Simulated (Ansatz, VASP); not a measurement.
One calculation of Mo, two programs

File INCAR:

```
PREC     = Accurate       # precision mode
ENCUT    = 520            # plane-wave cutoff, eV
EDIFF    = 1E-7           # SCF threshold, eV
ISMEAR   = 0              # smearing method
SIGMA    = 0.15           # smearing width, eV
LREAL    = F              # projectors in reciprocal space
LASPH    = T              # aspherical terms in the spheres
NELM     = 100            # most SCF steps
ALGO     = Normal         # electronic algorithm
ISIF     = 2              # what is computed and relaxed
LWAVE    = F              # write WAVECAR
LCHARG   = F              # write CHGCAR
GGA      = PE             # functional
NBANDS   = 13             # bands
```

File KPOINTS:

```
regular mesh
0
Gamma
  22 22 22
```

Contents of POSCAR:

```
Mo
1.0
   -1.6966800000      1.6966800000      1.6966800000
    1.6966800000     -1.6966800000      1.6966800000
    1.6966800000      1.6966800000     -1.6966800000
Mo
1
Direct
    0.0000000000      0.0000000000      0.0000000000
```

Input for Ansatz:

```yaml
crystal:
  lattice:
    - [-1.69668, 1.69668, 1.69668]
    - [1.69668, -1.69668, 1.69668]
    - [1.69668, 1.69668, -1.69668]
  atoms:
    - { symbol: Mo, position: [0.0, 0.0, 0.0] }
basis:
  ecutwfc: 420
kpoints:
  mp_grid: { grid: [22, 22, 22] }
hamiltonian:
  xc: pbe
scf:
  occupations: { method: gaussian, width: 0.15 }
output:
  forces: true
  stress: true
  eigenvalues: true
```

Change from the starting cell: strain +0.080 along x and y, +0.080 along z, atoms carried along.

Alike in both runs: task single point; functional PBE; k mesh 22 × 22 × 22; occupations gaussian, width 0.15 eV; no spin polarisation.

```csv
,VASP,Ansatz
version,VASP 6.6.1,Ansatz 0.2.0
potentials or method,"VASP PAW PBE potentials, release 64 (Mo_sv), cutoff 520 eV","scalar-relativistic, plane waves, PAW"
valence electrons in the cell,14,14
```

VASP gave:

- gap on the k mesh at the Fermi level (eV): none
- pressure (GPa): -34.6

Task: Which values does Ansatz return?

Result: gap on the k mesh at the Fermi level (eV): none; pressure (GPa): -34.8.

A gap of «none» marks a metal or a gap that the smearing closes. Both programs put the cell under strong tension, so it lies far from rest at this level.

Noted on VASP's run: the cell as given lies far from equilibrium.
